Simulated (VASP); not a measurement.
# Al2InN3 (Cmc2_1) in VASP: single point with LDA

Aim: the single point of Al2InN3 with LDA.

Program: VASP 6.6.1. These are calculated values, not measurements. Logs are shortened: lines on timing, memory, paths and dates and some standing lists are left out, and cuts for length are marked.

### Step 1. The cell of the first run

Symmetry: Cmc2_1, No. 36, orthorhombic system. Conventional cell: a = 9.672 Å, b = 5.563 Å, c = 5.166 Å, α = 90.00°, β = 90.00°, γ = 90.00°. Al (site symmetry 1) has 4 N at 1.88 to 1.89 Å within 2.5 Å. In (site symmetry m) has 4 N at 2.14 to 2.16 Å within 2.8 Å. Within 2.5 Å of N (site symmetry 1) lie 3 Al at 1.88 to 1.89 Å and 1 In at 2.14 Å. Within 2.5 Å of N (site symmetry m) lie 2 Al at 1.88 Å and 2 In at 2.14 to 2.16 Å.

### Step 2. Single point, LDA

File INCAR:

```
  PREC = Accurate
  ENCUT = 520
  EDIFF = 1E-7
  ISMEAR = 0
  SIGMA = 0.05
  LREAL = False
  LASPH = True
  NELM = 80
  ALGO = Normal
  ISIF = 2
  LWAVE = False
  LCHARG = True
  GGA = CA
  LELF = True
  LVHAR = True
  NBANDS = 46
```

File KPOINTS:

```
Automatic mesh
0
Gamma
  6 6 6
```

File POSCAR:

```
Al2InN3
1.0
    4.8362358266     -2.7814043137      0.0000000000
    4.8362358266      2.7814043137      0.0000000000
    0.0000000000      0.0000000000      5.1663900927
Al In N
4 2 6
Direct
    0.0079415211      0.3349865408      0.9916859604
    0.6650134592      0.9920584789      0.9916859604
    0.9920584789      0.6650134592      0.4916859604
    0.3349865408      0.0079415211      0.4916859604
    0.3221999761      0.6778000239      0.9874513034
    0.6778000239      0.3221999761      0.4874513034
    0.0350941391      0.3333735310      0.3562094523
    0.6666264690      0.9649058609      0.3562094523
    0.9649058609      0.6666264690      0.8562094523
    0.3333735310      0.0350941391      0.8562094523
    0.3002606421      0.6997393579      0.4047578412
    0.6997393579      0.3002606421      0.9047578412
```

Potentials or basis: VASP PAW LDA potentials, release 64 (Al, In_d, N).

Command:

```bash
cat potpaw_LDA.64/Al/POTCAR potpaw_LDA.64/In_d/POTCAR potpaw_LDA.64/N/POTCAR > POTCAR
mpirun -np 1 vasp_std > vasp.out
```

OUTCAR:

```text
PREC = Accurate
   ENCUT = 520
   EDIFF = 1E-7
   ISMEAR = 0
   LREAL = False
   LASPH = True
   NELM = 80
   ISIF = 2
   GGA = CA

 ion  position               nearest neighbor table
   1  0.008  0.335  0.992-   9 1.88  10 1.88  12 1.88   7 1.89   3 3.15   3 3.15   4 3.16   4 3.16
                             2 3.17   2 3.17   5 3.17   6 3.18   5 3.18   6 3.21   5 3.31   2 3.32
   2  0.665  0.992  0.992-  10 1.88   9 1.88  12 1.88   8 1.89   4 3.15   4 3.15   3 3.16   3 3.16
                             1 3.17   1 3.17   5 3.17   6 3.18   5 3.18   6 3.21   5 3.31   1 3.32
   3  0.992  0.665  0.492-   7 1.88   8 1.88  11 1.88   9 1.89   1 3.15   1 3.15   2 3.16   2 3.16
                             4 3.17   4 3.17   6 3.17   5 3.18   6 3.18   5 3.21   6 3.31   4 3.32
   4  0.335  0.008  0.492-   8 1.88   7 1.88  11 1.88  10 1.89   2 3.15   2 3.15   1 3.16   1 3.16
                             3 3.17   3 3.17   6 3.17   5 3.18   6 3.18   5 3.21   6 3.31   3 3.32
   5  0.322  0.678  0.987-   9 2.14  10 2.14  12 2.14  11 2.16   1 3.17   2 3.17   4 3.18   3 3.18
                             2 3.18   1 3.18   4 3.21   3 3.21   6 3.25   6 3.25   2 3.31   1 3.31
   6  0.678  0.322  0.487-   7 2.14   8 2.14  11 2.14  12 2.16   4 3.17   3 3.17   2 3.18   1 3.18
                             4 3.18   3 3.18   2 3.21   1 3.21   5 3.25   5 3.25   4 3.31   3 3.31
   7  0.035  0.333  0.356-   3 1.88   4 1.88   1 1.89   6 2.14
   8  0.667  0.965  0.356-   4 1.88   3 1.88   2 1.89   6 2.14
   9  0.965  0.667  0.856-   1 1.88   2 1.88   3 1.89   5 2.14
  10  0.333  0.035  0.856-   2 1.88   1 1.88   4 1.89   5 2.14
  11  0.300  0.700  0.405-   3 1.88   4 1.88   6 2.14   5 2.16
  12  0.700  0.300  0.905-   1 1.88   2 1.88   5 2.14   6 2.16

  LATTYP: Found a base centered orthorhombic cell.
 ALAT       =     5.5628086274
 B/A-ratio  =     1.7387748350
 C/A-ratio  =     0.9287377005

  Lattice vectors:

 A1 = (  -4.8362358266,  -2.7814043137,   0.0000000000)
 A2 = (   4.8362358266,  -2.7814043137,   0.0000000000)
 A3 = (   0.0000000000,   0.0000000000,   5.1663900927)

Analysis of symmetry for initial positions (statically):
=====================================================================
 Subroutine PRICEL returns:
 Original cell was already a primitive cell.

 Routine SETGRP: Setting up the symmetry group for a
 base centered orthorhombic supercell.

 Subroutine GETGRP returns: Found  4 space group operations
 (whereof  2 operations were pure point group operations)
 out of a pool of  8 trial point group operations.

The static configuration has the point symmetry C_1h.
 The point group associated with its full space group is C_2v.

Analysis of symmetry for dynamics (positions and initial velocities):
=====================================================================
 Subroutine PRICEL returns:
 Original cell was already a primitive cell.

 Routine SETGRP: Setting up the symmetry group for a
 base centered orthorhombic supercell.

 Subroutine GETGRP returns: Found  4 space group operations
 (whereof  2 operations were pure point group operations)
 out of a pool of  8 trial point group operations.

The dynamic configuration has the point symmetry C_1h.
 The point group associated with its full space group is C_2v.

 Subroutine INISYM returns: Found  4 space group operations
 (whereof  2 operations are pure point group operations),
 and found     1 'primitive' translations

----------------------------------------------------------------------------------------

                                     Primitive cell

  volume of cell :     138.9917

  direct lattice vectors                    reciprocal lattice vectors
     4.836235827 -2.781404314  0.000000000     0.103386191 -0.179765307  0.000000000
     4.836235827  2.781404314  0.000000000     0.103386191  0.179765307  0.000000000
     0.000000000  0.000000000  5.166390093     0.000000000  0.000000000  0.193558748

  length of vectors
     5.579013078  5.579013078  5.166390093     0.207374709  0.207374709  0.193558748

  position of ions in fractional coordinates (direct lattice)
     0.007941521  0.334986541  0.991685960
     0.665013459  0.992058479  0.991685960
     0.992058479  0.665013459  0.491685960
     0.334986541  0.007941521  0.491685960
     0.322199976  0.677800024  0.987451303
     0.677800024  0.322199976  0.487451303
     0.035094139  0.333373531  0.356209452
     0.666626469  0.964905861  0.356209452
     0.964905861  0.666626469  0.856209452
     0.333373531  0.035094139  0.856209452
     0.300260642  0.699739358  0.404757841
     0.699739358  0.300260642  0.904757841

  ion indices of the primitive-cell ions
   primitive index   ion index
                 1           1
                 2           2
                 3           3
                 4           4
                 5           5
                 6           6
                 7           7
                 8           8
                 9           9
                10          10
                11          11
                12          12

----------------------------------------------------------------------------------------

 KPOINTS: Automatic mesh

Automatic generation of k-mesh.
 Grid dimensions read from file:
 generate k-points for:    6    6    6

 Generating k-lattice:

  Cartesian coordinates                     Fractional coordinates (reciprocal lattice)
     0.017231032 -0.029960884  0.000000000     0.166666667 -0.000000000  0.000000000
     0.017231032  0.029960884  0.000000000    -0.000000000  0.166666667  0.000000000
     0.000000000  0.000000000  0.032259791     0.000000000  0.000000000  0.166666667

  Length of vectors
     0.034562452  0.034562452  0.032259791

  Shift w.r.t. Gamma in fractional coordinates (k-lattice)
     0.000000000  0.000000000  0.000000000

 Subroutine IBZKPT returns following result:
 ===========================================

 Found     52 irreducible k-points:

 Following reciprocal coordinates:
            Coordinates               Weight
  0.000000  0.000000  0.000000      1.000000
  0.166667  0.000000  0.000000      4.000000
  0.333333  0.000000  0.000000      4.000000
  0.500000  0.000000  0.000000      2.000000
  0.166667  0.166667  0.000000      2.000000
  0.333333  0.166667  0.000000      4.000000
[... 16 lines left out ...]
  0.333333  0.333333  0.166667      4.000000
  0.500000  0.333333  0.166667      8.000000
 [... further k-points ...]
   k-points           NKPTS =     52   k-points in BZ     NKDIM =     52   number of bands    NBANDS=     46
   number of dos      NEDOS =    301   number of ions     NIONS =     12
   total plane-waves  NPLWV =  70560
   dimension x,y,z NGX =    42 NGY =   42 NGZ =   40
   dimension x,y,z NGXF=    84 NGYF=   84 NGZF=   80
   ions per type =               4   2   6
   NGX,Y,Z   is equivalent  to a cutoff of  12.52, 12.52, 12.87 a.u.
   NGXF,Y,Z  is equivalent  to a cutoff of  25.03, 25.03, 25.74 a.u.
 SYSTEM =  unknown system
   PREC   = accura    normal or accurate (medium, high low for compatibility)
   ISTART =      0    job   : 0-new  1-cont  2-samecut
   ICHARG =      2    charge: 1-file 2-atom 10-const
   ISPIN  =      1    spin polarized calculation?
   LNONCOLLINEAR =      F non collinear calculations
   LSORBIT =      F    spin-orbit coupling
   LASPH  =      T    aspherical Exc in radial PAW
   ENCUT  =  520.0 eV  38.22 Ry    6.18 a.u.  10.37 10.37  9.61*2*pi/ulx,y,z
   NELM   =     80;   NELMIN=  2; NELMDL= -5     # of ELM steps
   EDIFF  = 0.1E-06   stopping-criterion for ELM
   LREAL  =      F    real-space projection
   EDIFFG = 0.1E-05   stopping-criterion for IOM
   NSW    =      0    number of steps for IOM
   IBRION =     -1    ionic relax: 0-MD 1-quasi-New 2-CG
   NFREE  =      0    steps in history (QN), initial steepest desc. (CG)
   ISIF   =      2    stress and relaxation
   ISYM   =      2    0-nonsym 1-usesym 2-fastsym
   POTIM  = 0.5000    time-step for ionic-motion
   TEBEG  =    0.0;   TEEND  =   0.0 temperature during run
   PSTRESS=    0.0 pullay stress
   NELECT =      68.0000    total number of electrons
   NUPDOWN=      -1.0000    fix difference up-down
   EMIN   =  10.00;   EMAX   =-10.00  energy-range for DOS
   EFERMI =   0.00;   METHOD = LEGACY
   ISMEAR =     0;   SIGMA  =   0.05  broadening in eV -4-tet -1-fermi 0-gaus
   EFERMI_NEDOS =   21; number of points for ismear=-14 and -15
   IALGO  =     38    algorithm
   IMIX   =      4    mixing-type and parameters
     AMIX     =   0.40;   BMIX     =  1.00
     AMIX_MAG =   1.60;   BMIX_MAG =  1.00
  volume/ion in A,a.u.               =      11.58        78.16
  Fermi-wavevector in a.u.,A,eV,Ry     =   1.289976  2.437701 22.640603  1.664037
  Thomas-Fermi vector in A             =   2.421836
   LORBIT       =      0    0 simple, 1 ext, 2 COOP (PROOUT), +10 PAW based schemes
   GGA     = CA    functional components
   LHFCALC =     F    Hartree Fock is set to
   AEXX    =    0.0000 exact exchange contribution
   IVDW    =     0    specifies the selected vdW correction
   LEPSILON=     F    determine dielectric tensor
   LRPA    =     F    only Hartree local field effects (RPA)
 non-spin polarized calculation
 Gauss-broadening in eV      SIGMA  =   0.05
  energy-cutoff  :      520.00
  volume of cell :      138.99
 maximum number of plane-waves:      3762
 NGX is ok and might be reduce to    42
   NGX = 21   NGY = 21   NGZ = 19

 number of electron      67.9999994 magnetization

 Free energy of the ion-electron system (eV)
  ---------------------------------------------------
  ext. energy  EPLUGINS =         0.00000000
  ---------------------------------------------------
  free energy    TOTEN  =       -90.36352686 eV

  energy without entropy =      -90.36352686  energy(sigma->0) =      -90.36352686

 E-fermi :   6.5609     XC(G=0): -11.4426

 val. band max:        6.3224125553   @ k =   0.0000   0.0000   0.0000
 cond. band min:       8.7738071486   @ k =   0.0000   0.0000   0.0000
 fundamental gap:      2.4513945933
 Fermi energy:         6.5608631868

 k-point     1 :       0.0000    0.0000    0.0000
  band No.  band energies     occupation
      1      -8.5112      2.00000
      2      -7.8941      2.00000
      3      -7.5427      2.00000
      4      -7.3197      2.00000
      5      -7.2690      2.00000
      6      -7.1308      2.00000
[... 38 lines left out ...]
     45      15.9213      0.00000
     46      16.6412      0.00000

 k-point     2 :       0.1667    0.0000    0.0000
  band No.  band energies     occupation
      1      -8.4243      2.00000
      2      -7.8675      2.00000
      3      -7.5532      2.00000
      4      -7.4043      2.00000
      5      -7.2137      2.00000
      6      -7.0906      2.00000
[... 38 lines left out ...]
     45      15.7491      0.00000
     46      16.0495      0.00000

 k-point     3 :       0.3333    0.0000    0.0000
  band No.  band energies     occupation
      1      -8.2109      2.00000
      2      -7.8185      2.00000
      3      -7.6050      2.00000
      4      -7.4736      2.00000
      5      -7.1838      2.00000
      6      -6.9838      2.00000
[... 38 lines left out ...]
     45      15.4249      0.00000
     46      15.5344      0.00000

 k-point     4 :       0.5000    0.0000    0.0000
  band No.  band energies     occupation
      1      -8.0510      2.00000
      2      -7.8424      2.00000
      3      -7.6275      2.00000
      4      -7.4856      2.00000
      5      -7.1784      2.00000
      6      -6.9022      2.00000
[... 920 lines left out ...]
     45      15.2729      0.00000
     46      15.4653      0.00000

 k-point    23 :       0.3333    0.3333    0.1667
  band No.  band energies     occupation
      1      -8.1336      2.00000
      2      -7.8602      2.00000
      3      -7.6222      2.00000
      4      -7.2949      2.00000
      5      -7.1407      2.00000
      6      -7.1391      2.00000
[... 38 lines left out ...]
     45      15.4323      0.00000
     46      15.8645      0.00000

 k-point    24 :       0.5000    0.3333    0.1667
  band No.  band energies     occupation
      1      -7.9943      2.00000
      2      -7.8608      2.00000
      3      -7.6612      2.00000
      4      -7.2934      2.00000
      5      -7.2051      2.00000
      6      -6.9850      2.00000
[... 38 lines left out ...]
     45      15.5307      0.00000
     46      15.7834      0.00000

 [... further k-points ...]
[... 5 lines left out ...]
  --------------------------------------------------------------------------------------
  -------------------------------------------------------------------------------------
  Total        0.4988452      0.5016738      0.4586282      0.0000000      0.0000000      0.0000000
  in kB        5.7502618      5.7828669      5.2866744      0.0000000      0.0000000      0.0000000
  external PRESSURE =       5.6066010 kB  Pullay stress =       0.0000000 kB

 VOLUME and BASIS-vectors are now :
 -----------------------------------------------------------------------------
  energy-cutoff  :      520.00
  volume of cell :      138.99
      direct lattice vectors                 reciprocal lattice vectors
     4.836235827 -2.781404314  0.000000000     0.103386191 -0.179765307  0.000000000
     4.836235827  2.781404314  0.000000000     0.103386191  0.179765307  0.000000000
     0.000000000  0.000000000  5.166390093     0.000000000  0.000000000  0.193558748

 POSITION                                       TOTAL-FORCE (eV/Angst)
 -----------------------------------------------------------------------------------
      1.65848      0.90964      5.12344        -0.000063      0.000252      0.001051
      8.01399      0.90964      5.12344         0.000063      0.000252      0.001051
      8.01399     -0.90964      2.54024         0.000063     -0.000252      0.001051
      1.65848     -0.90964      2.54024        -0.000063     -0.000252      0.001051
      4.83624      0.98907      5.10156         0.000000      0.001966     -0.005739
      4.83624     -0.98907      2.51836         0.000000     -0.001966     -0.005739
      1.78200      0.82964      1.84032         0.004759     -0.002172     -0.003354
      7.89048      0.82964      1.84032        -0.004759     -0.002172     -0.003354
      7.89048     -0.82964      4.42351        -0.004759      0.002172     -0.003354
      1.78200     -0.82964      4.42351         0.004759      0.002172     -0.003354
      4.83624      1.11111      2.09114         0.000000      0.005117      0.010346
      4.83624     -1.11111      4.67433         0.000000     -0.005117      0.010346
 -----------------------------------------------------------------------------------
    total drift:                               -0.000000     -0.000000     -0.000741

  FREE ENERGIE OF THE ION-ELECTRON SYSTEM (eV)
  ---------------------------------------------------
  free  energy   TOTEN  =       -90.3635268615 eV

  energy  without entropy=      -90.3635268615  energy(sigma->0) =      -90.36352686
```

Wall time 4.7 min (1 thread of AMD EPYC 9R45 (Zen 5), shared host); peak memory 0.35 GiB.

What came out:

```yaml
Free_energy: -90.3635 eV
Pressure: 0.6 GPa
Largest_force: 0.012 eV/Å
Band_gap_on_the_k_mesh: 2.45 eV
```

Forces in eV/Å, atoms in the order of the input:
```
Al   0.000  0.000  0.001
Al   0.000  0.000  0.001
Al   0.000  0.000  0.001
Al   0.000  0.000  0.001
In   0.000  0.002 -0.006
In   0.000 -0.002 -0.006
N    0.005 -0.002 -0.003
N   -0.005 -0.002 -0.003
N   -0.005  0.002 -0.003
N    0.005  0.002 -0.003
N    0.000  0.005  0.010
N    0.000 -0.005  0.010
```

Caveat: spin-orbit coupling is left out, which moves the levels of the heavy elements. A k mesh can miss the band edges.
